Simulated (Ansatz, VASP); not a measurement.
## One calculation of MnO, two programs

Contents of INCAR:

```
SYSTEM = MnO
PREC     = Accurate       ! precision mode
ENCUT    = 520            ! plane-wave cutoff, eV
EDIFF    = 1E-6           ! SCF threshold, eV
ISMEAR   = 0              ! smearing method
SIGMA    = 0.05           ! smearing width, eV
LREAL    = .False.        ! projectors in reciprocal space
LASPH    = .True.         ! aspherical terms in the spheres
NELM     = 150            ! most SCF steps
ALGO     = Normal         ! electronic algorithm
ISIF     = 2              ! what is computed and relaxed
LWAVE    = .False.        ! write WAVECAR
LCHARG   = .False.        ! write CHGCAR
MAGMOM   = 2.887 2.887 2.887 0 0 0 ! initial moments
LORBIT   = 11             ! projections on sites
LSORBIT  = .True.         ! spin-orbit coupling
GGA_COMPAT= .False.      
LORBMOM  = .True.       
LMAXMIX  = 4              ! l up to which the mixer works
LDAU     = .True.         ! DFT+U
LDAUTYPE = 2            
LDAUL    = 2 -1           ! shell
LDAUU    = 1 0            ! U, eV
LDAUJ    = 0 0          
LDAUPRINT= 1            
GGA      = PE             ! functional
NBANDS   = 31             ! bands
```

KPOINTS

```
Automatic mesh
0
Gamma
  7 7 7
  0 0 0
```

POSCAR

```
MnO
1.0
    0.0000000000      2.2220003300      2.2220003300
    2.2220003300      0.0000000000      2.2220003300
    2.2220003300      2.2220003300      0.0000000000
Mn O
1 1
Direct
    0.0000000000      0.0000000000      0.0000000000
    0.5000000000      0.5000000000      0.5000000000
```

Input for Ansatz:

```yaml
crystal:
  lattice:
    - [0.0, 2.22200033, 2.22200033]
    - [2.22200033, 0.0, 2.22200033]
    - [2.22200033, 2.22200033, 0.0]
  atoms:
    - { symbol: Mn, position: [0.0, 0.0, 0.0], spin: 5.0, spin_axis: [0.57735, 0.57735, 0.57735] }
    - { symbol: O, position: [0.5, 0.5, 0.5] }
basis:
  ecutwfc: 420
  ecutrho_ratio: 4
kpoints:
  mp_grid: { grid: [7, 7, 7] }
hamiltonian:
  xc: pbe
  hubbard: { sites: [{ site: 0, l: d, u_eff: 1.0 }] }
scf:
  occupations: { method: gaussian, width: 0.05 }
output:
  forces: true
  stress: true
  eigenvalues: true
  populations: true
  hubbard: { sites: [{ site: 0, l: d }] }
  write_density: true
  write_potential: true
  elf: true
  volumetric_format: npy
magnetization:
  noncollinear: true
  spin_orbit: true
```

Alike in both runs: task single point; functional PBE; k mesh 7 × 7 × 7; occupations gaussian, width 0.05 eV; non-collinear spin, spin-orbit coupling; Hubbard terms Mn d U = 1.0 eV.

```csv
,VASP,Ansatz
version,VASP 6.6.1,Ansatz 0.2.0
potentials or method,"VASP PAW PBE potentials, release 64 (Mn_pv, O), cutoff 520 eV","plane waves, PAW"
valence electrons in the cell,19,21
```

```tsv
	VASP	Ansatz	Ansatz less VASP
pressure (GPa)	5.2	5.4	+0.21
net moment per atom (μB)	2.48	2.48	-0.001
```

The programs project onto different local orbitals, so the same U acts differently, and such runs can settle in different states. VASP's potentials hold 19 valence electrons a cell and Ansatz's 21, so a difference there can come from the potentials and not from the codes. Ansatz's warnings: filled band counts differ across k points, stress scf threshold loose.
